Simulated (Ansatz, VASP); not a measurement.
**SiGe2 in VASP and in Ansatz**

File INCAR:

```
SYSTEM = SiGe2
PREC = Accurate
ENCUT = 520
EDIFF = 1E-6
ISMEAR = 0
SIGMA = 0.1
LREAL = .FALSE.
LASPH = .TRUE.
NELM = 100
ALGO = Normal
ISIF = 2
LWAVE = .FALSE.
LCHARG = .FALSE.
GGA = PE
NBANDS = 41
```

The input KPOINTS:

```
Automatic mesh
0
G
  6 6 6
  0 0 0
```

The input POSCAR:

```
SiGe2
1.0
   -2.4681487700      2.5969838000      4.1939889700
    2.4681487700     -2.5969838000      4.1939889700
    2.4681487700      2.5969838000     -4.1939889700
Si Ge
2 4
Direct
    0.9356666700      0.6856666700      0.2500000000
    0.0643333300      0.3143333300      0.7500000000
    0.6023333300      0.3523333300      0.2500000000
    0.2690000000      0.0190000000      0.2500000000
    0.7310000000      0.9810000000      0.7500000000
    0.3976666700      0.6476666700      0.7500000000
```

Input for Ansatz:

```yaml
crystal:
  lattice:
    - [-2.46814877, 2.5969838, 4.19398897]
    - [2.46814877, -2.5969838, 4.19398897]
    - [2.46814877, 2.5969838, -4.19398897]
  atoms:
    - { symbol: Si, position: [0.93566667, 0.68566667, 0.25] }
    - { symbol: Si, position: [0.06433333, 0.31433333, 0.75] }
    - { symbol: Ge, position: [0.60233333, 0.35233333, 0.25] }
    - { symbol: Ge, position: [0.269, 0.019, 0.25] }
    - { symbol: Ge, position: [0.731, 0.981, 0.75] }
    - { symbol: Ge, position: [0.39766667, 0.64766667, 0.75] }
basis:
  ecutwfc: 420
kpoints:
  mp_grid: { grid: [6, 6, 6] }
hamiltonian:
  xc: pbe
scf:
  occupations: { method: gaussian, width: 0.1 }
  lower_state_search: "off"
output:
  forces: true
  stress: true
  eigenvalues: true
```

Alike in both runs: task single point; functional PBE; k mesh 6 × 6 × 6; occupations gaussian, width 0.1 eV; no spin polarisation.

|  | VASP | Ansatz |
| --- | --- | --- |
| version | VASP 6.6.1 | Ansatz 0.2.0 |
| potentials or method | VASP PAW PBE potentials, release 64 (Si, Ge_d), cutoff 520 eV | scalar-relativistic, plane waves, PAW |
| valence electrons in the cell | 64 | 64 |

Ansatz gave:

* gap on the k mesh at the Fermi level (eV): none
* pressure (GPa): -0.1
* traceless stress, the component that is largest in VASP (GPa): -1.45
* rms of the force components (eV/Å): 0.176

Problem. Estimate VASP's values.

Solution. gap on the k mesh at the Fermi level (eV): none; pressure (GPa): -0.1; traceless stress, the component that is largest in VASP (GPa): -1.45; rms of the force components (eV/Å): 0.177.

Atom by atom the forces differ by 0.001 eV/Å (rms over components). A gap of «none» marks a metal or a gap that the smearing closes. With one functional, cell and mesh, what is left measures potentials, basis and numerics.
